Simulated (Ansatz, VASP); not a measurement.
# Zr: VASP beside Ansatz

```
Zr
1.0
     3.26915    0.00000    0.00000
    -1.63457    2.83117    0.00000
     0.00000    0.00000    5.22065
Zr
2
Direct
  0.33333 0.66667 0.25000
  0.66667 0.33333 0.75000
```

Alike in both runs: functional BLYP; k mesh 11 × 11 × 6; occupations fermi-dirac, width 0.05 eV; collinear spin.

Ansatz relaxed the structure, and its values are those at the end. VASP's run is a single point on that final structure, the one shown.

|  | VASP | Ansatz |
| --- | --- | --- |
| version | VASP 6.6.1 | Ansatz 0.2.0 |
| potentials or method | VASP PAW PBE potentials, release 64 (Zr_sv), cutoff 520 eV | plane waves (420 eV) with PAW, scalar-relativistic |
| valence electrons in the cell | 24 | 24 |

```tsv
	VASP	Ansatz	Ansatz less VASP
pressure (GPa)	0.1	0.0	-0.14
net moment per atom (μB)	0.00	0.00	0.000
```

VASP's potentials were made for PBE, not for BLYP. The functional is the same, so the differences come from potentials, cutoffs and numerics. Ansatz's warnings: seeded moment not kept.
